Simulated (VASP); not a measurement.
# Ta (Im-3m) in VASP: notebook, part 2 of 2

VASP 6.6.1. Earlier steps stand in the parts before.

## (3) Relaxation of cell and atoms, PBE

INCAR

```
SYSTEM = Ta
PREC     = Accurate       ! precision mode
ENCUT    = 600            ! plane-wave cutoff, eV
EDIFF    = 1E-6           ! SCF threshold, eV
ISMEAR   = 0              ! smearing method
SIGMA    = 0.05           ! smearing width, eV
LREAL    = .FALSE.        ! projectors in reciprocal space
LASPH    = .TRUE.         ! aspherical terms in the spheres
NELM     = 80             ! most SCF steps
ALGO     = Fast           ! electronic algorithm
ISIF     = 3              ! what is computed and relaxed
LWAVE    = .FALSE.        ! write WAVECAR
LCHARG   = .FALSE.        ! write CHGCAR
GGA      = PE             ! functional
IBRION   = 2              ! ionic algorithm
NSW      = 80             ! ionic steps
EDIFFG   = -0.01          ! ionic threshold
```

KPOINTS

```
Automatic mesh
0
G
  14 14 14
  0 0 0
```

POSCAR

```
Ta
1.0
   -1.6600000000      1.6600000000      1.6600000000
    1.6600000000     -1.6600000000      1.6600000000
    1.6600000000      1.6600000000     -1.6600000000
Ta
1
Direct
    0.0000000000      0.0000000000      0.0000000000
```

Potentials or basis: VASP PAW PBE potentials, release 64 (Ta_pv).

Command:

```sh
$ cat potpaw_PBE.64/Ta_pv/POTCAR > POTCAR
$ mpirun -np 1 vasp_std > vasp.out
```

OUTCAR:

```text
SYSTEM = Ta
   PREC = Accurate
   ENCUT = 600
   EDIFF = 1E-6
   ISMEAR = 0
   LREAL = .FALSE.
   LASPH = .TRUE.
   NELM = 80
   ISIF = 3
   GGA = PE
   IBRION = 2
   NSW = 80
   EDIFFG = -0.01

 ion  position               nearest neighbor table
   1  0.000  0.000  0.000-

  LATTYP: Found a body centered cubic cell.
 ALAT       =     3.3200000000

  Lattice vectors:

 A1 = (  -1.6600000000,   1.6600000000,   1.6600000000)
 A2 = (   1.6600000000,  -1.6600000000,   1.6600000000)
 A3 = (   1.6600000000,   1.6600000000,  -1.6600000000)

Analysis of symmetry for initial positions (statically):
=====================================================================
 Subroutine PRICEL returns:
 Original cell was already a primitive cell.

 Routine SETGRP: Setting up the symmetry group for a
 body centered cubic supercell.

 Subroutine GETGRP returns: Found 48 space group operations
 (whereof 48 operations were pure point group operations)
 out of a pool of 48 trial point group operations.

The static configuration has the point symmetry O_h .

Analysis of symmetry for dynamics (positions and initial velocities):
=====================================================================
 Subroutine PRICEL returns:
 Original cell was already a primitive cell.

 Routine SETGRP: Setting up the symmetry group for a
 body centered cubic supercell.

 Subroutine GETGRP returns: Found 48 space group operations
 (whereof 48 operations were pure point group operations)
 out of a pool of 48 trial point group operations.

The dynamic configuration has the point symmetry O_h .

 Subroutine INISYM returns: Found 48 space group operations
 (whereof 48 operations are pure point group operations),
 and found     1 'primitive' translations

----------------------------------------------------------------------------------------

                                     Primitive cell

  volume of cell :      18.2972

  direct lattice vectors                    reciprocal lattice vectors
    -1.660000000  1.660000000  1.660000000     0.000000000  0.301204819  0.301204819
     1.660000000 -1.660000000  1.660000000     0.301204819  0.000000000  0.301204819
     1.660000000  1.660000000 -1.660000000     0.301204819  0.301204819  0.000000000

  length of vectors
     2.875204341  2.875204341  2.875204341     0.425967940  0.425967940  0.425967940

  position of ions in fractional coordinates (direct lattice)
     0.000000000  0.000000000  0.000000000

  ion indices of the primitive-cell ions
   primitive index   ion index
                 1           1

----------------------------------------------------------------------------------------

 KPOINTS: Automatic mesh

Automatic generation of k-mesh.
 Grid dimensions read from file:
 generate k-points for:   14   14   14

 Generating k-lattice:

  Cartesian coordinates                     Fractional coordinates (reciprocal lattice)
     0.000000000  0.021514630  0.021514630     0.071428571  0.000000000  0.000000000
     0.021514630  0.000000000  0.021514630     0.000000000  0.071428571  0.000000000
     0.021514630  0.021514630  0.000000000     0.000000000  0.000000000  0.071428571

  Length of vectors
     0.030426281  0.030426281  0.030426281

  Shift w.r.t. Gamma in fractional coordinates (k-lattice)
     0.000000000  0.000000000  0.000000000

 Subroutine IBZKPT returns following result:
 ===========================================

 Found    104 irreducible k-points:

 Following reciprocal coordinates:
            Coordinates               Weight
  0.000000  0.000000  0.000000      1.000000
  0.071429  0.000000  0.000000     12.000000
  0.142857  0.000000  0.000000     12.000000
  0.214286  0.000000  0.000000     12.000000
  0.285714  0.000000  0.000000     12.000000
  0.357143  0.000000  0.000000     12.000000
[... 16 lines left out ...]
  0.285714  0.285714  0.000000     24.000000
  0.357143  0.285714  0.000000     24.000000
 [... further k-points ...]
   k-points           NKPTS =    104   k-points in BZ     NKDIM =    104   number of bands    NBANDS=      9
   number of dos      NEDOS =    301   number of ions     NIONS =      1
   total plane-waves  NPLWV =  13824
   dimension x,y,z NGX =    24 NGY =   24 NGZ =   24
   dimension x,y,z NGXF=    48 NGYF=   48 NGZF=   48
   ions per type =               1
   NGX,Y,Z   is equivalent  to a cutoff of  13.88, 13.88, 13.88 a.u.
   NGXF,Y,Z  is equivalent  to a cutoff of  27.75, 27.75, 27.75 a.u.
 SYSTEM =  Ta
   PREC   = accura    normal or accurate (medium, high low for compatibility)
   ISTART =      0    job   : 0-new  1-cont  2-samecut
   ICHARG =      2    charge: 1-file 2-atom 10-const
   ISPIN  =      1    spin polarized calculation?
   LNONCOLLINEAR =      F non collinear calculations
   LSORBIT =      F    spin-orbit coupling
   LASPH  =      T    aspherical Exc in radial PAW
   ENCUT  =  600.0 eV  44.10 Ry    6.64 a.u.   5.74  5.74  5.74*2*pi/ulx,y,z
   NELM   =     80;   NELMIN=  2; NELMDL= -5     # of ELM steps
   EDIFF  = 0.1E-05   stopping-criterion for ELM
   LREAL  =      F    real-space projection
   EDIFFG = -.1E-01   stopping-criterion for IOM
   NSW    =     80    number of steps for IOM
   IBRION =      2    ionic relax: 0-MD 1-quasi-New 2-CG
   NFREE  =      1    steps in history (QN), initial steepest desc. (CG)
   ISIF   =      3    stress and relaxation
   ISYM   =      2    0-nonsym 1-usesym 2-fastsym
   POTIM  = 0.5000    time-step for ionic-motion
   TEBEG  =    0.0;   TEEND  =   0.0 temperature during run
   PSTRESS=    0.0 pullay stress
   NELECT =      11.0000    total number of electrons
   NUPDOWN=      -1.0000    fix difference up-down
   EMIN   =  10.00;   EMAX   =-10.00  energy-range for DOS
   EFERMI =   0.00;   METHOD = LEGACY
   ISMEAR =     0;   SIGMA  =   0.05  broadening in eV -4-tet -1-fermi 0-gaus
   EFERMI_NEDOS =   21; number of points for ismear=-14 and -15
   IALGO  =     68    algorithm
   IMIX   =      4    mixing-type and parameters
     AMIX     =   0.40;   BMIX     =  1.00
     AMIX_MAG =   1.60;   BMIX_MAG =  1.00
  volume/ion in A,a.u.               =      18.30       123.48
  Fermi-wavevector in a.u.,A,eV,Ry     =   1.381691  2.611018 25.974480  1.909070
  Thomas-Fermi vector in A             =   2.506452
   LORBIT       =      0    0 simple, 1 ext, 2 COOP (PROOUT), +10 PAW based schemes
   GGA     = PE    functional components
   LHFCALC =     F    Hartree Fock is set to
   AEXX    =    0.0000 exact exchange contribution
   IVDW    =     0    specifies the selected vdW correction
   LEPSILON=     F    determine dielectric tensor
   LRPA    =     F    only Hartree local field effects (RPA)
 conjugate gradient relaxation of ions
 non-spin polarized calculation
 RMM-DIIS sequential band-by-band and
 Gauss-broadening in eV      SIGMA  =   0.05
  energy-cutoff  :      600.00
  volume of cell :       18.30
 maximum number of plane-waves:       627
   NGX = 11   NGY = 11   NGZ = 11

 number of electron      11.0000000 magnetization

 Free energy of the ion-electron system (eV)
  ---------------------------------------------------
  ext. energy  EPLUGINS =         0.00000000
  ---------------------------------------------------
  free energy    TOTEN  =       -11.82027338 eV

  energy without entropy =      -11.81904406  energy(sigma->0) =      -11.81965872

 E-fermi :   5.3457     XC(G=0): -12.5382

 val. band max:        5.3285978074   @ k =  -0.3571   0.4286   0.1429
 cond. band min:       5.3524029017   @ k =   0.3571   0.1429   0.1429
 fundamental gap:      0.0238050942
 Fermi energy:         5.3456968472

 k-point     1 :       0.0000    0.0000    0.0000
  band No.  band energies     occupation
      1     -27.7788      2.00000
      2     -27.7788      2.00000
      3     -27.7788      2.00000
      4      -2.4960      2.00000
      5       6.0916      0.00000
      6       6.0916      0.00000
      7       6.0916      0.00000
      8       9.3093      0.00000
      9       9.3093      0.00000

 k-point     2 :       0.0714    0.0000    0.0000
  band No.  band energies     occupation
      1     -27.8386      2.00000
      2     -27.7973      2.00000
      3     -27.7791      2.00000
      4      -2.2728      2.00000
      5       5.9474      0.00000
      6       6.0476      0.00000
      7       6.3103      0.00000
      8       9.0823      0.00000
      9       9.3103      0.00000
[... 253 lines left out ...]
 k-point    24 :       0.3571    0.2857    0.0000
  band No.  band energies     occupation
      1     -28.6337      2.00000
      2     -28.4635      2.00000
      3     -27.9183      2.00000
      4       2.8499      2.00000
      5       4.1218      2.00000
      6       4.6516      2.00000
      7       9.5157      0.00000
      8      10.0747      0.00000
      9      14.1218      0.00000

 [... further k-points ...]
[... 5 lines left out ...]
  --------------------------------------------------------------------------------------
  -------------------------------------------------------------------------------------
  Total        0.0017593      0.0017593      0.0017593     -0.0000000     -0.0000000      0.0000000
  in kB        0.1540508      0.1540508      0.1540508     -0.0000000     -0.0000000      0.0000000
  external PRESSURE =       0.1540508 kB  Pullay stress =       0.0000000 kB

 VOLUME and BASIS-vectors are now :
 -----------------------------------------------------------------------------
  energy-cutoff  :      600.00
  volume of cell :       18.30
      direct lattice vectors                 reciprocal lattice vectors
    -1.660000000  1.660000000  1.660000000     0.000000000  0.301204819  0.301204819
     1.660000000 -1.660000000  1.660000000     0.301204819  0.000000000  0.301204819
     1.660000000  1.660000000 -1.660000000     0.301204819  0.301204819  0.000000000

 POSITION                                       TOTAL-FORCE (eV/Angst)
 -----------------------------------------------------------------------------------
      0.00000      0.00000      0.00000         0.000000      0.000000      0.000000
 -----------------------------------------------------------------------------------
    total drift:                                0.000000      0.000000      0.000000

  FREE ENERGIE OF THE ION-ELECTRON SYSTEM (eV)
  ---------------------------------------------------
  free  energy   TOTEN  =       -11.8202733805 eV

  energy  without entropy=      -11.8190440593  energy(sigma->0) =      -11.81965872

 reached required accuracy - stopping structural energy minimisation
```

Wall time 11 s (1 thread of Intel Xeon Platinum 8488C (Sapphire Rapids), shared host); peak memory 0.15 GiB.

Results:

* Free energy: -11.8203 eV
* Pressure after relaxing: 0.0 GPa
* Band gap on the k mesh: zero (an odd number of electrons rules out a gap without spin polarisation)

Final structure:
```
Ta
1.0
    -1.66000    1.66000    1.66000
     1.66000   -1.66000    1.66000
     1.66000    1.66000   -1.66000
Ta
1
Cartesian
  0.0000 0.0000 0.0000
```

Levels at points of the mesh, in eV from the Fermi level:
```
           k point  band 3  band 4  band 5  band 6  band 7  band 8
(0.00, 0.00, 0.00)  -33.12   -7.84    0.75    0.75    0.75    3.96
(0.50, 0.00, 0.00)  -33.13   -4.29   -1.48    1.53    3.84    4.84
(0.50, 0.50, 0.50)  -33.90   -3.70   -3.70    6.72    6.72    6.72
```

Caveat: the relaxation stopped at its first step, so nothing moved; spin-orbit coupling is left out, which moves the levels of the heavy elements.
